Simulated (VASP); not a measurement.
# Si7Ge (P1) in VASP: single point with PBEsol

Aim: the single point of Si7Ge with PBEsol.

Everything below comes from runs of VASP 6.6.1. Logs are shortened: lines on timing, memory, paths and dates and some standing lists are left out, and cuts for length are marked.

**1. The cell of the first run**

The typed cell holds 8 atoms: a = 5.495 Å, b = 5.491 Å, c = 5.518 Å, α = 90.40°, β = 90.52°, γ = 88.83°.

**2. Single point, PBEsol (atoms moved at random and the cell strained at random)**

Input file INCAR:

```
  ALGO = Normal
  EDIFF = 1E-7
  ENCUT = 520
  GGA = PS
  ISIF = 2
  ISMEAR = 0
  LASPH = T
  LCHARG = F
  LREAL = F
  LWAVE = F
  NBANDS = 31
  NELM = 60
  PREC = Accurate
  SIGMA = 0.03
```

Input file KPOINTS:

```
k-points
0
Gamma
  6 6 6
```

Input file POSCAR:

```
Si7Ge
1.0
    5.4948920028      0.0562309199     -0.0251272600
    0.0562309199      5.4903764820     -0.0189659094
   -0.0251272600     -0.0189659094      5.5179092146
Si Ge
7 1
Direct
    0.2690179778      0.2473263563      0.2948774392
   -0.0241338289      0.5174346755      0.4993189850
    0.5459271468      0.4724978821      0.0482983120
    0.4667604539     -0.0292726150      0.4604061390
    0.7419655701      0.2366430804      0.7495086698
    0.7622866676      0.7817132199      0.2470750153
    0.2306337073      0.7822601854      0.7246114233
    0.0075423053     -0.0086027846     -0.0240959835
```

Potentials or basis: VASP PAW PBE potentials, release 64 (Si, Ge_d).

On the command line:

```console
$ cat potpaw_PBE.64/Si/POTCAR potpaw_PBE.64/Ge_d/POTCAR > POTCAR
$ mpirun -np 1 vasp_std > vasp.out
```

OUTCAR:

```text
EDIFF = 1E-7
   ENCUT = 520
   GGA = PS
   ISIF = 2
   ISMEAR = 0
   LASPH = T
   LREAL = F
   NELM = 60
   PREC = Accurate

 ion  position               nearest neighbor table
   1  0.269  0.247  0.295-   4 2.06   3 2.42   2 2.45   8 2.67
   2  0.976  0.517  0.499-   6 2.31   7 2.38   1 2.45   5 2.47
   3  0.546  0.472  0.048-   5 2.35   6 2.35   1 2.42   7 2.99
   4  0.467  0.971  0.460-   1 2.06   7 2.23   6 2.25   5 2.64
   5  0.742  0.237  0.750-   8 2.33   3 2.35   2 2.47   4 2.64
   6  0.762  0.782  0.247-   4 2.25   2 2.31   8 2.35   3 2.35
   7  0.231  0.782  0.725-   8 2.17   4 2.23   2 2.38   3 2.99
   8  0.008  0.991  0.976-   7 2.17   5 2.33   6 2.35   1 2.67

  LATTYP: Found a triclinic cell.
 ALAT       =     5.4952371576
 B/A-ratio  =     1.3990730920
 C/A-ratio  =     1.0041421074
 COS(alpha) =     0.0015932822
 COS(beta)  =     0.0091610532
 COS(gamma) =     0.7001268114

  Lattice vectors:

 A1 = (   5.4948920028,   0.0562309199,  -0.0251272600)
 A2 = (   5.4386610829,  -5.4341455621,  -0.0061613506)
 A3 = (   0.0251272600,   0.0189659094,  -5.5179092146)

Analysis of symmetry for initial positions (statically):
=====================================================================
 Subroutine PRICEL returns:
 Original cell was already a primitive cell.

 Routine SETGRP: Setting up the symmetry group for a
 triclinic supercell.

 Subroutine GETGRP returns: Found  1 space group operations
 (whereof  1 operations were pure point group operations)
 out of a pool of  2 trial point group operations.

The static configuration has the point symmetry C_1 .

Analysis of symmetry for dynamics (positions and initial velocities):
=====================================================================
 Subroutine PRICEL returns:
 Original cell was already a primitive cell.

 Routine SETGRP: Setting up the symmetry group for a
 triclinic supercell.

 Subroutine GETGRP returns: Found  1 space group operations
 (whereof  1 operations were pure point group operations)
 out of a pool of  2 trial point group operations.

The dynamic configuration has the point symmetry C_1 .

 Subroutine INISYM returns: Found  1 space group operations
[... 104 lines left out ...]
   LNONCOLLINEAR =      F non collinear calculations
   LSORBIT =      F    spin-orbit coupling
   LASPH  =      T    aspherical Exc in radial PAW
   ENCUT  =  520.0 eV  38.22 Ry    6.18 a.u.  10.22 10.21 10.26*2*pi/ulx,y,z
   NELM   =     60;   NELMIN=  2; NELMDL= -5     # of ELM steps
   EDIFF  = 0.1E-06   stopping-criterion for ELM
   LREAL  =      F    real-space projection
   EDIFFG = 0.1E-05   stopping-criterion for IOM
   NSW    =      0    number of steps for IOM
   IBRION =     -1    ionic relax: 0-MD 1-quasi-New 2-CG
   NFREE  =      0    steps in history (QN), initial steepest desc. (CG)
   ISIF   =      2    stress and relaxation
   ISYM   =      2    0-nonsym 1-usesym 2-fastsym
   POTIM  = 0.5000    time-step for ionic-motion
   TEBEG  =    0.0;   TEEND  =   0.0 temperature during run
   PSTRESS=    0.0 pullay stress
   NELECT =      42.0000    total number of electrons
   NUPDOWN=      -1.0000    fix difference up-down
   EMIN   =  10.00;   EMAX   =-10.00  energy-range for DOS
   EFERMI =   0.00;   METHOD = LEGACY
   ISMEAR =     0;   SIGMA  =   0.03  broadening in eV -4-tet -1-fermi 0-gaus
   EFERMI_NEDOS =   21; number of points for ismear=-14 and -15
   IALGO  =     38    algorithm
   IMIX   =      4    mixing-type and parameters
     AMIX     =   0.40;   BMIX     =  1.00
     AMIX_MAG =   1.60;   BMIX_MAG =  1.00
  volume/ion in A,a.u.               =      20.81       140.41
  Fermi-wavevector in a.u.,A,eV,Ry     =   1.034505  1.954931 14.560957  1.070200
  Thomas-Fermi vector in A             =   2.168803
   LORBIT       =      0    0 simple, 1 ext, 2 COOP (PROOUT), +10 PAW based schemes
   GGA     = PS    functional components
   LHFCALC =     F    Hartree Fock is set to
   AEXX    =    0.0000 exact exchange contribution
   IVDW    =     0    specifies the selected vdW correction
   LEPSILON=     F    determine dielectric tensor
   LRPA    =     F    only Hartree local field effects (RPA)
 non-spin polarized calculation
 Gauss-broadening in eV      SIGMA  =   0.03
  energy-cutoff  :      520.00
  volume of cell :      166.45
 maximum number of plane-waves:      4508
 NGX is ok and might be reduce to    42
   NGX = 21   NGY = 21   NGZ = 21

 number of electron      42.0000000 magnetization

 Free energy of the ion-electron system (eV)
  ---------------------------------------------------
  ext. energy  EPLUGINS =         0.00000000
  ---------------------------------------------------
  free energy    TOTEN  =       -42.38155373 eV

  energy without entropy =      -42.38083703  energy(sigma->0) =      -42.38119538

 E-fermi :   5.6281     XC(G=0):  -9.5541

 val. band max:        5.6254037285   @ k =  -0.0000  -0.1667   0.1667
 cond. band min:       5.6436445900   @ k =   0.0000   0.0000   0.1667
 fundamental gap:      0.0182408616
 Fermi energy:         5.6280735032

 k-point     1 :       0.0000    0.0000    0.0000
  band No.  band energies     occupation
      1     -18.9119      2.00000
      2     -18.8936      2.00000
      3     -18.8721      2.00000
      4     -18.8571      2.00000
      5     -18.8540      2.00000
      6      -6.7854      2.00000
[... 805 lines left out ...]
     30       9.8909      0.00000
     31      10.0794      0.00000

 [... further k-points ...]
[... 5 lines left out ...]
  --------------------------------------------------------------------------------------
  -------------------------------------------------------------------------------------
  Total        2.0662952      3.4133599      1.2706259     -6.4065979     -2.0079502     -1.8772740
  in kB       19.8896292     32.8561304     12.2307201    -61.6682737    -19.3280153    -18.0701599
  external PRESSURE =      21.6588266 kB  Pullay stress =       0.0000000 kB

 VOLUME and BASIS-vectors are now :
 -----------------------------------------------------------------------------
  energy-cutoff  :      520.00
  volume of cell :      166.45
      direct lattice vectors                 reciprocal lattice vectors
     5.494892003  0.056230920 -0.025127260     0.182010006 -0.001861255  0.000822433
     0.056230920  5.490376482 -0.018965909    -0.001861255  0.182158068  0.000617630
    -0.025127260 -0.018965909  5.517909215     0.000822433  0.000617630  0.181233931

 POSITION                                       TOTAL-FORCE (eV/Angst)
 -----------------------------------------------------------------------------------
      1.48472      1.36745      1.61566        -2.702185      3.270763     -3.127447
      5.37883      2.88631      2.72086         0.662639     -0.919991      0.763417
      3.02517      2.62397      0.24383        -1.475432      0.691305     -1.134690
      2.60781      5.34717      2.51034         2.640211     -0.715985      2.865024
      4.07149      1.32677      4.11259        -0.664545      0.518201     -0.941933
      4.22643      4.33008      1.32936         0.140238     -1.388201     -0.721671
      1.29309      4.29413      3.97771         1.618569     -3.682027      0.169183
      0.07267      5.42506      5.36596        -0.219495      2.225935      2.128117
 -----------------------------------------------------------------------------------
    total drift:                                0.000942     -0.001239      0.000293

  FREE ENERGIE OF THE ION-ELECTRON SYSTEM (eV)
  ---------------------------------------------------
  free  energy   TOTEN  =       -42.3815537267 eV

  energy  without entropy=      -42.3808370330  energy(sigma->0) =      -42.38119538
```

stdout:

```text
POSCAR found type information on POSCAR SiGe
 POSCAR found :  2 types and       8 ions
 scaLAPACK will be used
 -----------------------------------------------------------------------------
|                                                                             |
|                                                                             |
|     You enforced a specific xc type in the INCAR file but a different       |
|     I HOPE YOU KNOW WHAT YOU ARE DOING!                                     |
|                                                                             |
 -----------------------------------------------------------------------------

 LDA part: xc-table for (Slater+PW92), standard interpolation
 POSCAR, INCAR and KPOINTS ok, starting setup
 FFT: planning ... GRIDC
 FFT: planning ... GRID_SOFT
 FFT: planning ... GRID
 WAVECAR not read
 entering main loop
```

Wall time 3.6 min (1 thread of Intel Xeon 6975P-C (Granite Rapids), shared host); peak memory 0.57 GiB.

Results:

```yaml
Free_energy: -42.3816 eV
Pressure: 2.2 GPa
Largest_force: 5.271 eV/Å
Band_gap_on_the_k_mesh: zero (bands 21 and 22 overlap by 0.10 eV)
```

Forces in eV/Å, atoms in the order of the input:
```
Si  -2.702  3.271 -3.127
Si   0.663 -0.920  0.763
Si  -1.475  0.691 -1.135
Si   2.640 -0.716  2.865
Si  -0.665  0.518 -0.942
Si   0.140 -1.388 -0.722
Si   1.619 -3.682  0.169
Ge  -0.219  2.226  2.128
```

Levels at points of the mesh, in eV from the Fermi level:
```
           k point  band 17  band 18  band 19  band 20  band 21  band 22  band 23  band 24  band 25  band 26
(0.00, 0.00, 0.00)    -2.92    -2.70    -0.90    -0.45    -0.32     0.06     0.22     0.46     0.57     0.94
(0.50, 0.00, 0.00)    -3.36    -2.32    -2.05    -1.73    -1.54     0.59     0.69     2.34     2.37     3.38
(0.00, 0.50, 0.00)    -3.41    -2.93    -1.92    -1.85    -1.14     0.36     0.73     2.13     2.53     3.21
(0.50, 0.50, 0.00)    -3.60    -2.18    -1.69    -1.25    -0.67     1.38     1.65     2.18     2.28     3.62
(0.00, 0.00, 0.50)    -3.43    -2.62    -2.27    -1.79    -1.10     0.44     0.73     2.47     2.67     2.85
(0.50, 0.00, 0.50)    -3.54    -2.60    -1.45    -1.02    -0.76     1.11     1.54     2.03     2.24     3.60
(0.00, 0.50, 0.50)    -3.57    -1.95    -1.52    -1.31    -0.92     1.59     1.79     1.92     2.11     3.82
(0.50, 0.50, 0.50)    -1.46    -1.36    -1.31    -0.61    -0.40     0.50     0.89     1.03     1.19     2.17
```

Caveat: the cell differs from its parent crystal (atoms moved at random and the cell strained at random); semilocal functionals underestimate gaps, so a narrow gap can read as zero; the PAW data sets were made with another functional, which shifts forces and pressure a little.
